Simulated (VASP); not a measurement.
Al, 2 atoms in the cell. It takes space group P6_3/mmc (No. 194, hexagonal). Conventional cell: a = 2.898 Å, b = 2.898 Å, c = 4.519 Å, α = 90.00°, β = 90.00°, γ = 120.00°. Al (site symmetry -6m2) has 12 Al at 2.81 to 2.90 Å within 3.7 Å. This isn't the form of Al at room conditions, which is fcc.

| Item | Value |
| --- | --- |
| Program | VASP 6.6.1 |
| Task | single point |
| Functional | PBEsol-based screened hybrid with 25 % exact exchange |
| Potentials or basis | VASP PAW PBE potentials, release 64 (Al) |
| Cutoff | 520 eV |
| k mesh | 6 × 6 × 3 |
| Occupations | fermi-dirac, width 0.05 eV |
| Spin | no spin polarisation |
| Dipole correction | no |
| Grid for exact exchange (PRECFOCK) | Normal |
| Share of exact exchange | 0.25 |
| Further INCAR settings | ALGO = Normal; EDIFF = 1e-06; NBANDS = 10 |
| Screening parameter | 0.207 1/Å |

Potentials or basis: VASP PAW PBE potentials, release 64 (Al).

Launch:

```bash
$ cat potpaw_PBE.64/Al/POTCAR > POTCAR
$ cp INCAR.step1 INCAR
$ mpirun -np 1 vasp_std > vasp.out
$ cp INCAR.step2 INCAR
$ mpirun -np 1 vasp_std > vasp.out
```

Hardware: 1 thread of AMD EPYC 9R45 96-Core Processor (Zen 5), with other jobs on the host.

Task: How long does it take, and how much memory?

Result: Wall time 87 s on 1 thread of AMD EPYC 9R45 96-Core Processor (Zen 5), on a shared host, peak memory 0.22 GiB. Counts: k points 14.
